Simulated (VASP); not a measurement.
# Si3Te (P6/mmm) in VASP: further runs

The runs below take Si3Te through relaxation of cell and atoms, single point, with PBE.

Program: VASP 6.6.1. These are calculated values, not measurements. Logs are shortened: lines on timing, memory, paths and dates and some standing lists are left out, and cuts for length are marked.

### 1 The cell of the first run

The structure is hexagonal, space group P6/mmm (No. 191). The conventional cell has a = 3.815 Å, b = 3.815 Å, c = 6.886 Å, α = 90.00°, β = 90.00°, γ = 120.00°. Si (site symmetry mmm) has 4 Si at 1.91 Å and 2 Te at 1.91 Å within 2.5 Å. Te (site symmetry 6/mmm) has 6 Si at 1.91 Å within 2.5 Å.

The cell was built from a structure type or drawn by symmetry, and may not be a known phase.

### 2 Relaxation of cell and atoms, PBE

INCAR reads:

```
ALGO     = Normal         # electronic algorithm
EDIFF    = 1E-6           # SCF threshold, eV
EDIFFG   = -0.04          # ionic threshold
ENCUT    = 600            # plane-wave cutoff, eV
GGA      = PE             # functional
IBRION   = 2              # ionic algorithm
ISIF     = 3              # what is computed and relaxed
ISMEAR   = 0              # smearing method
LASPH    = T              # aspherical terms in the spheres
LCHARG   = F              # write CHGCAR
LREAL    = F              # projectors in reciprocal space
LWAVE    = F              # write WAVECAR
NELM     = 80             # most SCF steps
NSW      = 90             # ionic steps
PREC     = Accurate       # precision mode
SIGMA    = 0.1            # smearing width, eV
```

KPOINTS reads:

```
k-points
0
Gamma
  6 6 4
```

POSCAR reads:

```
Si3Te
1.0
    3.8150703500      0.0000000000      0.0000000000
   -1.9075351700      3.3039478400      0.0000000000
    0.0000000000      0.0000000000      6.8859749200
Si Te
3 1
Direct
    0.5000000000      0.0000000000      0.0000000000
    0.0000000000      0.5000000000      0.0000000000
    0.5000000000      0.5000000000      0.0000000000
    0.0000000000      0.0000000000      0.0000000000
```

Potentials or basis: VASP PAW PBE potentials, release 64 (Si, Te).

Command:

```console
cat potpaw_PBE.64/Si/POTCAR potpaw_PBE.64/Te/POTCAR > POTCAR
mpirun -np 1 vasp_std > vasp.out
```

OUTCAR:

```text
EDIFF = 1E-6
   EDIFFG = -0.04
   ENCUT = 600
   GGA = PE
   IBRION = 2
   ISIF = 3
   ISMEAR = 0
   LASPH = T
   LREAL = F
   NELM = 80
   NSW = 90
   PREC = Accurate

 ion  position               nearest neighbor table
   1  0.500  0.000  0.000-   3 1.91   3 1.91   4 1.91   4 1.91   2 1.91   2 1.91   4 3.30   4 3.30

   2  0.000  0.500  0.000-   4 1.91   4 1.91   3 1.91   3 1.91   1 1.91   1 1.91   4 3.30   4 3.30

   3  0.500  0.500  0.000-   1 1.91   1 1.91   2 1.91   2 1.91   4 1.91   4 1.91   4 3.30   4 3.30

   4  0.000  0.000  0.000-   2 1.91   2 1.91   1 1.91   1 1.91   3 1.91   3 1.91   3 3.30   3 3.30
                             1 3.30   1 3.30   2 3.30   2 3.30

  LATTYP: Found a hexagonal cell.
 ALAT       =     3.8150703500
 C/A-ratio  =     1.8049404829

  Lattice vectors:

 A1 = (   3.8150703500,   0.0000000000,   0.0000000000)
 A2 = (  -1.9075351700,   3.3039478400,   0.0000000000)
 A3 = (   0.0000000000,   0.0000000000,   6.8859749200)

Analysis of symmetry for initial positions (statically):
=====================================================================
 Subroutine PRICEL returns:
 Original cell was already a primitive cell.

 Routine SETGRP: Setting up the symmetry group for a
 hexagonal supercell.

 Subroutine GETGRP returns: Found 24 space group operations
 (whereof 24 operations were pure point group operations)
 out of a pool of 24 trial point group operations.

The static configuration has the point symmetry D_6h.

Analysis of symmetry for dynamics (positions and initial velocities):
=====================================================================
 Subroutine PRICEL returns:
 Original cell was already a primitive cell.

 Routine SETGRP: Setting up the symmetry group for a
 hexagonal supercell.

 Subroutine GETGRP returns: Found 24 space group operations
 (whereof 24 operations were pure point group operations)
 out of a pool of 24 trial point group operations.

The dynamic configuration has the point symmetry D_6h.

 Subroutine INISYM returns: Found 24 space group operations
 (whereof 24 operations are pure point group operations),
 and found     1 'primitive' translations

----------------------------------------------------------------------------------------

                                     Primitive cell

  volume of cell :      86.7963

  direct lattice vectors                    reciprocal lattice vectors
     3.815070350  0.000000000  0.000000000     0.262118364  0.151334108  0.000000000
    -1.907535170  3.303947840  0.000000000     0.000000000  0.302668216  0.000000000
     0.000000000  0.000000000  6.885974920     0.000000000  0.000000000  0.145222719

  length of vectors
     3.815070350  3.815070347  6.885974920     0.302668216  0.302668216  0.145222719

  position of ions in fractional coordinates (direct lattice)
     0.500000000  0.000000000  0.000000000
     1.000000000  0.500000000  0.000000000
     0.500000000  0.500000000  0.000000000
     0.000000000  0.000000000  0.000000000

  ion indices of the primitive-cell ions
   primitive index   ion index
                 1           1
                 2           2
                 3           3
                 4           4

----------------------------------------------------------------------------------------

 KPOINTS: k-points

Automatic generation of k-mesh.
 Grid dimensions read from file:
 generate k-points for:    6    6    4

 Generating k-lattice:

  Cartesian coordinates                     Fractional coordinates (reciprocal lattice)
     0.043686394  0.025222351  0.000000000     0.166666667 -0.000000000  0.000000000
     0.000000000  0.050444703  0.000000000     0.000000000  0.166666667  0.000000000
     0.000000000  0.000000000  0.036305680     0.000000000  0.000000000  0.250000000

  Length of vectors
     0.050444703  0.050444703  0.036305680

  Shift w.r.t. Gamma in fractional coordinates (k-lattice)
     0.000000000  0.000000000  0.000000000

 Subroutine IBZKPT returns following result:
 ===========================================

 Found     21 irreducible k-points:

 Following reciprocal coordinates:
            Coordinates               Weight
  0.000000  0.000000  0.000000      1.000000
  0.166667  0.000000  0.000000      6.000000
  0.333333  0.000000  0.000000      6.000000
  0.500000  0.000000  0.000000      3.000000
  0.166667  0.166667  0.000000      6.000000
  0.333333  0.166667  0.000000     12.000000
[... 13 lines left out ...]
  0.333333  0.166667  0.500000     12.000000
  0.333333  0.333333  0.500000      2.000000
   k-points           NKPTS =     21   k-points in BZ     NKDIM =     21   number of bands    NBANDS=     13
   number of dos      NEDOS =    301   number of ions     NIONS =      4
   total plane-waves  NPLWV =  50400
   dimension x,y,z NGX =    30 NGY =   30 NGZ =   56
   dimension x,y,z NGXF=    60 NGYF=   60 NGZF=  112
   ions per type =               3   1
   NGX,Y,Z   is equivalent  to a cutoff of  13.07, 13.07, 13.52 a.u.
   NGXF,Y,Z  is equivalent  to a cutoff of  26.15, 26.15, 27.04 a.u.
 SYSTEM =  unknown system
   PREC   = accura    normal or accurate (medium, high low for compatibility)
   ISTART =      0    job   : 0-new  1-cont  2-samecut
   ICHARG =      2    charge: 1-file 2-atom 10-const
   ISPIN  =      1    spin polarized calculation?
   LNONCOLLINEAR =      F non collinear calculations
   LSORBIT =      F    spin-orbit coupling
   LASPH  =      T    aspherical Exc in radial PAW
   ENCUT  =  600.0 eV  44.10 Ry    6.64 a.u.   7.62  7.62 13.75*2*pi/ulx,y,z
   NELM   =     80;   NELMIN=  2; NELMDL= -5     # of ELM steps
   EDIFF  = 0.1E-05   stopping-criterion for ELM
   LREAL  =      F    real-space projection
   EDIFFG = -.4E-01   stopping-criterion for IOM
   NSW    =     90    number of steps for IOM
   IBRION =      2    ionic relax: 0-MD 1-quasi-New 2-CG
   NFREE  =      1    steps in history (QN), initial steepest desc. (CG)
   ISIF   =      3    stress and relaxation
   ISYM   =      2    0-nonsym 1-usesym 2-fastsym
   POTIM  = 0.5000    time-step for ionic-motion
   TEBEG  =    0.0;   TEEND  =   0.0 temperature during run
   PSTRESS=    0.0 pullay stress
   NELECT =      18.0000    total number of electrons
   NUPDOWN=      -1.0000    fix difference up-down
   EMIN   =  10.00;   EMAX   =-10.00  energy-range for DOS
   EFERMI =   0.00;   METHOD = LEGACY
   ISMEAR =     0;   SIGMA  =   0.10  broadening in eV -4-tet -1-fermi 0-gaus
   EFERMI_NEDOS =   21; number of points for ismear=-14 and -15
   IALGO  =     38    algorithm
   IMIX   =      4    mixing-type and parameters
     AMIX     =   0.40;   BMIX     =  1.00
     AMIX_MAG =   1.60;   BMIX_MAG =  1.00
  volume/ion in A,a.u.               =      21.70       146.43
  Fermi-wavevector in a.u.,A,eV,Ry     =   0.969018  1.831179 12.775820  0.938996
  Thomas-Fermi vector in A             =   2.099036
   LORBIT       =      0    0 simple, 1 ext, 2 COOP (PROOUT), +10 PAW based schemes
   GGA     = PE    functional components
   LHFCALC =     F    Hartree Fock is set to
   AEXX    =    0.0000 exact exchange contribution
   IVDW    =     0    specifies the selected vdW correction
   LEPSILON=     F    determine dielectric tensor
   LRPA    =     F    only Hartree local field effects (RPA)
 conjugate gradient relaxation of ions
 non-spin polarized calculation
 Gauss-broadening in eV      SIGMA  =   0.10
  energy-cutoff  :      600.00
  volume of cell :       86.80
 maximum number of plane-waves:      2917
   NGX = 15   NGY = 15   NGZ = 27

--------------------------------------- Ionic step        1  -------------------------------------------

 number of electron      18.0000000 magnetization

 Free energy of the ion-electron system (eV)
  ---------------------------------------------------
  ext. energy  EPLUGINS =         0.00000000
  ---------------------------------------------------
  free energy    TOTEN  =        24.64863799 eV

  energy without entropy =       24.65632870  energy(sigma->0) =       24.65248335

 E-fermi :   7.2825     XC(G=0):  -7.6833

 val. band max:        7.2316151272   @ k =   0.5000   0.0000   0.0000
 cond. band min:       7.2827921025   @ k =   0.1667   0.1667   0.0000
 fundamental gap:      0.0511769753
 Fermi energy:         7.2825120499

 k-point     1 :       0.0000    0.0000    0.0000
  band No.  band energies     occupation
      1     -15.4073      2.00000
      2      -4.9592      2.00000
      3      -4.9592      2.00000
      4      -3.5804      2.00000
      5      -2.6249      2.00000
      6      -0.1743      2.00000
      7       2.5278      2.00000
      8       2.5278      2.00000
      9       6.2350      2.00000
     10       9.4410      0.00000
     11       9.5508      0.00000
     12       9.7317      0.00000
     13       9.7317      0.00000
[... 467 lines left out ...]
  energy  without entropy=       -2.1537495975  energy(sigma->0) =       -2.23527828

--------------------------------------- Ionic step        5  -------------------------------------------

 number of electron      18.0000022 magnetization

 E-fermi :  -1.3004     XC(G=0):  -5.0265

 val. band max:       -1.3091165350   @ k =   0.3333   0.0000   0.0000
 cond. band min:      -1.2728567852   @ k =   0.1667   0.1667   0.2500
 fundamental gap:      0.0362597497
 Fermi energy:        -1.3003917106

 k-point     1 :       0.0000    0.0000    0.0000
  band No.  band energies     occupation
      1     -11.4313      2.00000
      2      -8.4867      2.00000
      3      -7.2268      2.00000
      4      -7.2268      2.00000
      5      -3.9788      2.00000
      6      -3.9788      2.00000
      7      -3.2972      2.00000
      8      -2.6138      2.00000
      9      -1.0515      0.00043
     10      -0.3621      0.00000
     11      -0.3621      0.00000
     12       0.5802      0.00000
     13       0.5802      0.00000
[... 429 lines left out ...]
  energy  without entropy=      -15.0015580667  energy(sigma->0) =      -15.01222140

--------------------------------------- Ionic step        8  -------------------------------------------

 number of electron      17.9999995 magnetization

 Free energy of the ion-electron system (eV)
  ---------------------------------------------------
  ext. energy  EPLUGINS =         0.00000000
  ---------------------------------------------------
  free energy    TOTEN  =       -15.10893257 eV

  energy without entropy =      -15.08694440  energy(sigma->0) =      -15.09793849

 E-fermi :   0.8776     XC(G=0):  -6.0310

 val. band max:        0.8612840232   @ k =   0.5000   0.0000   0.5000
 cond. band min:       0.8896780099   @ k =   0.3333   0.1667   0.2500
 fundamental gap:      0.0283939867
 Fermi energy:         0.8775792231

 k-point     1 :       0.0000    0.0000    0.0000
  band No.  band energies     occupation
      1     -11.9830      2.00000
      2      -6.4929      2.00000
      3      -4.7756      2.00000
      4      -4.7756      2.00000
      5      -4.1743      2.00000
      6      -4.1743      2.00000
      7      -3.3143      2.00000
      8      -2.6250      2.00000
      9       1.5614      0.00000
     10       2.8315      0.00000
     11       2.8315      0.00000
     12       6.1125      0.00000
     13       6.1125      0.00000
[... 349 lines left out ...]
  FREE ENERGIE OF THE ION-ELECTRON SYSTEM (eV)
  ---------------------------------------------------
  free  energy   TOTEN  =       -15.1089325744 eV

  energy  without entropy=      -15.0869443975  energy(sigma->0) =      -15.09793849

 reached required accuracy - stopping structural energy minimisation
```

Run time: 2.7 min. Hardware: 1 thread of AMD EPYC 9R45 (Zen 5), shared host; peak memory 0.2 GiB.

Results:

```
Free energy                           : -15.1089 eV
Relaxed cell                          : a = 5.556 Å, b = 5.556 Å, c = 6.882 Å, α = 90.00°, β = 90.00°, γ = 120.00°
Space group after relaxing (to 0.1 Å) : P6/mmm (No. 191)
Energy gained by relaxing             : 9939.4 meV/atom
Ionic steps                           : 8
Pressure after relaxing               : -0.1 GPa
Band gap on the k mesh                : zero (bands 9 and 10 overlap by 0.71 eV)
```

The path:
```
step  energy change (eV)  largest force (eV/Å)  pressure (GPa)  volume (Å³)
   1              0.0000                0.0000          193.04        86.80
   2            -26.1875                0.0000           -1.02       724.80
   3            -26.5625                0.0000           -1.12       686.35
   4            -26.9654                0.0000           -1.24       649.03
   5            -35.2261                0.0000           -4.53       302.78
   6            -39.7288                0.0000            1.17       178.48
   7            -39.6715                0.0000           -1.83       193.27
   8            -39.7576                0.0000           -0.09       183.99
```

Final structure:
```cif
data_structure
_symmetry_space_group_name_H-M 'P 1'
_symmetry_Int_Tables_number 1
_cell_length_a 5.5561
_cell_length_b 5.5561
_cell_length_c 6.8822
_cell_angle_alpha 90.000
_cell_angle_beta 90.000
_cell_angle_gamma 120.000
_cell_volume 183.99
loop_
_atom_site_label
_atom_site_type_symbol
_atom_site_fract_x
_atom_site_fract_y
_atom_site_fract_z
_atom_site_occupancy
Si1 Si 0.50000 0.00000 0.00000 1
Si2 Si 0.00000 0.50000 0.00000 1
Si3 Si 0.50000 0.50000 0.00000 1
Te1 Te 0.00000 0.00000 0.00000 1
```

Caveat: the volume moved by over 15 % at a fixed basis, so the end points are rough; spin-orbit coupling is left out, which moves the levels of the heavy elements.

### 3 Single point, PBE

This run uses another cell than the first one, of 19.98 Å³/atom.

INCAR reads:

```
PREC = Accurate ; ENCUT = 520
EDIFF = 1E-6 ; ISMEAR = 0
SIGMA = 0.1 ; LREAL = False
LASPH = True ; NELM = 80
ALGO = Normal ; ISIF = 2
LWAVE = False ; LCHARG = False
GGA = PE ; NBANDS = 17
```

KPOINTS reads:

```
regular mesh
0
Gamma
  12 12 18
```

POSCAR reads:

```
Si3Te
1.0
    5.7743045572      0.0000000000      0.0000000000
   -2.8871522786      5.0006944357      0.0000000000
    0.0000000000      0.0000000000      2.7672140276
Si Te
3 1
Direct
    0.5000000000      0.0000000000      0.0000000000
    0.0000000000      0.5000000000      0.0000000000
    0.5000000000      0.5000000000      0.0000000000
    0.0000000000      0.0000000000      0.0000000000
```

Potentials or basis: VASP PAW PBE potentials, release 64 (Si, Te).

Command:

```console
cat potpaw_PBE.64/Si/POTCAR potpaw_PBE.64/Te/POTCAR > POTCAR
mpirun -np 1 vasp_std > vasp.out
```

Run time: 2.4 min. Hardware: 1 thread of AMD EPYC 9R45 (Zen 5), shared host; peak memory 0.35 GiB.

The run converged. Its results:

```yaml
Free_energy: -16.8303 eV
Pressure: 0.0 GPa
Band_gap_on_the_k_mesh: zero (bands 9 and 10 overlap by 5.26 eV)
```

Levels at points of the mesh, in eV from the Fermi level:
```
           k point  band 6  band 7  band 8  band 9  band 10  band 11  band 12  band 13
(0.00, 0.00, 0.00)   -6.99   -5.24    2.79    2.79     3.17     4.11     5.83     5.88
(0.50, 0.00, 0.00)   -3.06   -2.92   -1.52    0.01     0.19     3.72     4.64     4.94
(0.00, 0.00, 0.50)   -3.72   -3.47   -3.47   -2.57    -1.83    -1.83     1.61     1.61
(0.50, 0.00, 0.50)   -4.39   -2.91   -2.17   -0.26    -0.10     0.02     1.08     3.00
```

Caveat: spin-orbit coupling is left out, which moves the levels of the heavy elements.

### 4 Relaxation of cell and atoms, PBE

This run uses another cell than the first one, of 20.08 Å³/atom.

INCAR reads:

```
SYSTEM = Si3Te
  PREC = Accurate
  ENCUT = 600
  EDIFF = 1E-6
  ISMEAR = 0
  SIGMA = 0.1
  LREAL = .False.
  LASPH = .True.
  NELM = 60
  ALGO = Normal
  ISIF = 3
  LWAVE = .False.
  LCHARG = .False.
  GGA = PE
  IBRION = 2
  NSW = 100
  EDIFFG = -0.01
```

KPOINTS reads:

```
regular mesh
0
Gamma
  12 12 18
  0 0 0
```

POSCAR reads:

```
Si3Te
1.0
    5.9230620292      0.0000000000      0.0000000000
   -2.9615310146      5.1295221855      0.0000000000
    0.0000000000      0.0000000000      2.6439404067
Si Te
3 1
Direct
    0.5000000000      0.0000000000      0.0000000000
    0.0000000000      0.5000000000      0.0000000000
    0.5000000000      0.5000000000      0.0000000000
    0.0000000000      0.0000000000      0.0000000000
```

Command:

```console
cat potpaw_PBE.64/Si/POTCAR potpaw_PBE.64/Te/POTCAR > POTCAR
mpirun -np 1 vasp_std > vasp.out
```

It took 5.6 min on 1 thread of AMD EPYC 9R45 (Zen 5), shared host; peak memory 0.39 GiB.

It converged, with:

```
Free energy                           : -16.8304 eV
Relaxed volume                        : 19.98 Å³/atom
Relaxed cell                          : a = 5.775 Å, b = 5.775 Å, c = 2.767 Å, α = 90.00°, β = 90.00°, γ = 120.00°
Space group after relaxing (to 0.1 Å) : P6/mmm (No. 191)
Energy gained by relaxing             : 32.5 meV/atom
Ionic steps                           : 6
Pressure after relaxing               : 0.0 GPa
Band gap on the k mesh                : zero (bands 9 and 10 overlap by 5.26 eV)
```

The path:
```tsv
step	energy change (eV)	largest force (eV/Å)	pressure (GPa)	volume (Å³)
1	0.0000	0.0000	0.72	80.33
2	-0.1246	0.0000	-1.03	81.21
3	-0.1261	0.0000	-0.89	81.09
4	-0.1264	0.0000	-0.92	81.12
5	-0.1300	0.0000	0.11	79.81
6	-0.1300	0.0000	0.00	79.94
```

Final structure:
```
Si Te
1.0
     5.77531    0.00000    0.00000
    -2.88765    5.00156    0.00000
     0.00000    0.00000    2.76737
Si Te
3 1
Direct
  0.50000 0.00000 0.00000
  0.00000 0.50000 0.00000
  0.50000 0.50000 0.00000
  0.00000 0.00000 0.00000
```

Levels at points of the mesh, in eV from the Fermi level:
```tsv
k point	band 5	band 6	band 7	band 8	band 9	band 10	band 11	band 12	band 13
(0.00, 0.00, 0.00)	-6.99	-6.99	-5.23	2.78	2.78	3.17	4.11	5.83	5.88
(0.50, 0.00, 0.00)	-3.83	-3.06	-2.92	-1.52	0.01	0.19	3.72	4.64	4.94
(0.00, 0.00, 0.50)	-4.31	-3.72	-3.47	-3.47	-2.57	-1.83	-1.83	1.61	1.61
(0.50, 0.00, 0.50)	-5.29	-4.39	-2.90	-2.17	-0.26	-0.10	0.02	1.08	3.00
```

Caveat: spin-orbit coupling is left out, which moves the levels of the heavy elements.

### 5 The runs side by side

```csv
task,cell,k mesh,cutoff (eV),gap on the mesh (eV),pressure (GPa),relaxed volume (Å³/atom)
relaxation of cell and atoms,"relaxed from a = 3.815, b = 3.815, c = 6.886 Å, angles 90.0, 90.0, 120.0°, 4 atoms",6 × 6 × 4,600,none,-0.1,46.00
single point,"a = 5.774, b = 5.774, c = 2.767 Å, angles 90.0, 90.0, 120.0°, 4 atoms",12 × 12 × 18,520,none,0.0,-
relaxation of cell and atoms,"relaxed from a = 5.923, b = 5.923, c = 2.644 Å, angles 90.0, 90.0, 120.0°, 4 atoms",12 × 12 × 18,600,none,0.0,19.98
```

Alike in all rows: level PBE; potentials or basis VASP PAW PBE potentials, release 64 (Si, Te); no spin polarisation; smearing gaussian 0.1 eV.

Caveats: spin-orbit coupling is left out, which moves the levels of the heavy elements; the volume moved by over 15 % at a fixed basis, so the end points are rough (at least some runs).

Total energies depend on the potentials used, so only differences within one code and one set of settings carry meaning.
